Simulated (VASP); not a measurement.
CuO (Tenorite): single point with PBE

Crystal: CuO (Tenorite).

```
Cu O
1.0
     2.90048    0.00000    0.00000
     0.88113    2.76341    0.00000
    -0.68631   -0.50152    5.05787
Cu O
2 2
Direct
  0.00000 0.50000 0.00000
  0.50000 0.00000 0.50000
  0.58160 0.41840 0.25000
  0.41840 0.58160 0.75000
```

```json
{"Program": "VASP 6.6.1", "Task": "single point", "Functional": "PBE", "Potentials or basis": "VASP PAW PBE potentials, release 64 (Cu, O)", "Cutoff": "520 eV", "k mesh": "9 × 9 × 5", "Occupations": "fermi-dirac, width 0.05 eV", "Spin": "no spin polarisation", "Dipole correction": "no", "Further INCAR settings": "ALGO = Normal; EDIFF = 1e-07; NBANDS = 25"}
```

```json
{
  "Pressure": "6.4 GPa",
  "Largest force": "0.220 eV/Å",
  "Band gap on the k mesh": "zero (band 17 reaches 5.99 eV, above the bottom of band 18 at 5.44 eV)"
}
```

Forces on the atoms (eV/Å):
```
Cu   0.000  0.000  0.000
Cu   0.000  0.000  0.000
O   -0.130  0.178  0.000
O    0.130 -0.178  0.000
```

Stress tensor (GPa, compression positive):
```
 6.60 -0.45 -0.97
-0.45  6.89 -0.71
-0.97 -0.71  5.66
```

Levels at points of the mesh, in eV from the Fermi level:
```
           k point  band 14  band 15  band 16  band 17  band 18  band 19  band 20  band 21
(0.00, 0.00, 0.00)    -2.23    -2.17    -1.67     0.21     0.94     1.73     6.05     8.17
```

Wall time 84 s on 1 thread of Intel(R) Xeon(R) Platinum 8488C (Sapphire Rapids), with other jobs on the host, peak memory 0.23 GiB.

Caveat: semilocal functionals often make such compounds metallic where correlation or magnetic order opens a gap, which also shifts bond lengths. With open d or f shells a metallic result of PBE can be an artefact of self-interaction; +U or a hybrid may open a gap.
